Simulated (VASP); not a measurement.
# TePb (Fm-3m) in VASP: settings compared, part 3 of 3

VASP 6.6.1. The steps go on from the part before.

### 6 Electric field gradients, r2SCAN-based global hybrid with 3.83 % exact exchange

POSCAR reads:

```
TePb
1.0
    0.0000000000      3.2310000000      3.2310000000
    3.2310000000      0.0000000000      3.2310000000
    3.2310000000      3.2310000000      0.0000000000
Pb Te
1 1
Direct
    0.0000000000      0.0000000000      0.0000000000
    0.5000000000      0.5000000000      0.5000000000
```

INCAR.step1 reads:

```
PREC = Accurate
ENCUT = 440
ISMEAR = 1
SIGMA = 0.05
LREAL = False
LASPH = True
NELM = 120
ALGO = Normal
ISIF = 2
LWAVE = True
LCHARG = False
GGA = PE
EDIFF = 1E-5
NBANDS = 17
GGA_COMPAT = False
```

INCAR.step2 reads:

```
PREC = Accurate
ENCUT = 440
EDIFF = 1E-8
ISMEAR = 1
SIGMA = 0.05
LREAL = False
LASPH = True
NELM = 120
ALGO = Normal
ISIF = 2
LWAVE = False
LCHARG = False
METAGGA = R2SCAN
LHFCALC = True
AEXX = 0.0383
LMIXTAU = True
PRECFOCK = Normal
LEFG = True
ISTART = 1
NBANDS = 17
GGA_COMPAT = False
```

KPOINTS reads:

```
regular mesh
0
Gamma
  3 3 3
```

Potentials or basis: VASP PAW PBE potentials, release 64 (Pb_d, Te).

The run is started by

```sh
cat potpaw_PBE.64/Pb_d/POTCAR potpaw_PBE.64/Te/POTCAR > POTCAR
cp INCAR.step1 INCAR
mpirun -np 1 vasp_std > vasp.out
cp INCAR.step2 INCAR
mpirun -np 1 vasp_std > vasp.out
```

OUTCAR:

```text
PREC = Accurate
   ENCUT = 440
   EDIFF = 1E-8
   ISMEAR = 1
   LREAL = False
   LASPH = True
   NELM = 120
   ISIF = 2
   METAGGA = R2SCAN
   LHFCALC = True
   AEXX = 0.0383
   PRECFOCK = Normal
   ISTART = 1

 ion  position               nearest neighbor table
   1  0.000  0.000  0.000-   2 3.23   2 3.23   2 3.23   2 3.23   2 3.23   2 3.23
   2  0.500  0.500  0.500-   1 3.23   1 3.23   1 3.23   1 3.23   1 3.23   1 3.23

  LATTYP: Found a face centered cubic cell.
 ALAT       =     6.4620000000

  Lattice vectors:

[... 277 lines left out ...]

  FREE ENERGIE OF THE ION-ELECTRON SYSTEM (eV)
  ---------------------------------------------------
  free  energy   TOTEN  =       -80.3034022981 eV

  energy  without entropy=      -80.3042612470  energy(sigma->0) =      -80.30368861

 Electric field gradients (V/A^2)
---------------------------------------------------------------------
 ion       V_xx      V_yy      V_zz      V_xy      V_xz      V_yz
---------------------------------------------------------------------
   1       0.000    -0.000    -0.000     0.000     0.000     0.000
   2      -0.000     0.000     0.000    -0.000    -0.000    -0.000
---------------------------------------------------------------------

 Electric field gradients after diagonalization (V/A^2)
 (convention: |V_zz| > |V_xx| > |V_yy|)
----------------------------------------------------------------------
 ion       V_xx      V_yy      V_zz     asymmetry (V_yy - V_xx)/ V_zz
----------------------------------------------------------------------
   1      -0.000    -0.000     0.000       0.309
   2       0.000     0.000    -0.001       0.081
----------------------------------------------------------------------

           NMR quadrupolar parameters

 Cq : quadrupolar parameter    Cq=e*Q*V_zz/h
 eta: asymmetry parameters     (V_yy - V_xx)/ V_zz
 Q  : nuclear electric quadrupole moment in mb (millibarn)
----------------------------------------------------------------------
 ion       Cq(MHz)       eta       Q (mb)
----------------------------------------------------------------------
   1       0.000       0.309       1.000
   2      -0.000       0.081       1.000
----------------------------------------------------------------------
```

OUTCAR.step1:

```text
PREC = Accurate
   ENCUT = 440
   ISMEAR = 1
   LREAL = False
   LASPH = True
[... 279 lines left out ...]
      0.00000      0.00000      0.00000         0.000000      0.000000     -0.000000
      3.23100      3.23100      3.23100         0.000000      0.000000      0.000000
 -----------------------------------------------------------------------------------
    total drift:                                0.000000     -0.000000     -0.000000

  FREE ENERGIE OF THE ION-ELECTRON SYSTEM (eV)
  ---------------------------------------------------
  free  energy   TOTEN  =        -7.5488261438 eV

  energy  without entropy=       -7.5496850927  energy(sigma->0) =       -7.54911246
```

OSZICAR.step1:

```text
N       E                     dE             d eps       ncg     rms          rms(c)
DAV:   1     0.144760475227E+03    0.14476E+03   -0.84990E+03   136   0.101E+03
DAV:   2     0.180444239546E+01   -0.14296E+03   -0.13973E+03   153   0.271E+02
DAV:   3    -0.742201543271E+01   -0.92265E+01   -0.91924E+01   173   0.780E+01
DAV:   4    -0.766127342033E+01   -0.23926E+00   -0.23914E+00   167   0.142E+01
DAV:   5    -0.766535875093E+01   -0.40853E-02   -0.40850E-02   172   0.162E+00    0.404E+00
DAV:   6    -0.754940203125E+01    0.11596E+00   -0.26522E-01   182   0.362E+00    0.257E+00
DAV:   7    -0.754725162488E+01    0.21504E-02   -0.81402E-02   159   0.137E+00    0.982E-01
DAV:   8    -0.754868156282E+01   -0.14299E-02   -0.89401E-03   154   0.899E-01    0.197E-01
DAV:   9    -0.754881543975E+01   -0.13388E-03   -0.95983E-04   214   0.299E-01    0.477E-02
DAV:  10    -0.754881588909E+01   -0.44933E-06   -0.12086E-04   148   0.889E-02    0.247E-02
DAV:  11    -0.754882647546E+01   -0.10586E-04   -0.53568E-05   166   0.567E-02    0.248E-02
DAV:  12    -0.754882614380E+01    0.33166E-06   -0.30477E-06    79   0.933E-03
   1 F= -.75488261E+01 E0= -.75491125E+01  d E =0.858949E-03
```

Wall time 2.2 min (1 thread of Intel Xeon Platinum 8488C (Sapphire Rapids), shared host); peak memory 0.18 GiB.

What came out:

| Quantity | Value |
| --- | --- |
| Free energy | -80.3034 eV |
| Pressure | 1.5 GPa |
| Largest electric field gradient by atom | zero within the noise of the run |

Caveat: the k points lie up to 0.56 Å⁻¹ apart; the PAW data sets were made with another functional, which shifts forces and pressure a little.

### 7 Overview

```tsv
task	level	potentials or basis	spin	k mesh	cutoff (eV)	smearing	grid for exact exchange (PRECFOCK)	share of exact exchange	screening parameter	dipole correction	tolerance level	pressure (GPa)
band structure	HSE03	VASP PAW PBE potentials, release 64 (Pb_d, Te)	off	6 × 6 × 6	520	gaussian 0.02 eV	Fast	0.25	0.3 1/Å	-	-	1.1
electric field gradients	PBE+D3(BJ)	VASP PAW PBE potentials, release 64 (Pb_d, Te)	non-collinear, zero start, SOC	7 × 7 × 7	520	gaussian 0.01 eV	-	-	-	no	-	0.0
electric field gradients	PBEsol	VASP PAW PBE potentials, release 64 (Pb_d, Te)	off	7 × 7 × 7	520	methfessel-paxton 0.001 eV	-	-	-	no	-	-0.4
equation of state	TPSS	VASP PAW PBE potentials, release 64 (Pb_d_GW, Te_GW)	off	6 × 6 × 6	450	gaussian 0.03 eV	-	-	-	-	tight	-
electric field gradients	r2SCAN-based global hybrid with 3.83 % exact exchange	VASP PAW PBE potentials, release 64 (Pb_d, Te)	off	3 × 3 × 3	440	methfessel-paxton 0.05 eV	Normal	0.0383	-	no	-	1.5
```

Alike in all rows: cell a = 4.569 Å, angles 60.0°, 2 atoms.

Caveats: some runs use coarse meshes; the PAW data sets were made with another functional, which shifts forces and pressure a little (at least some runs); three body term missing (at least some runs).

Absolute energies hang on the potentials; compare differences alone.
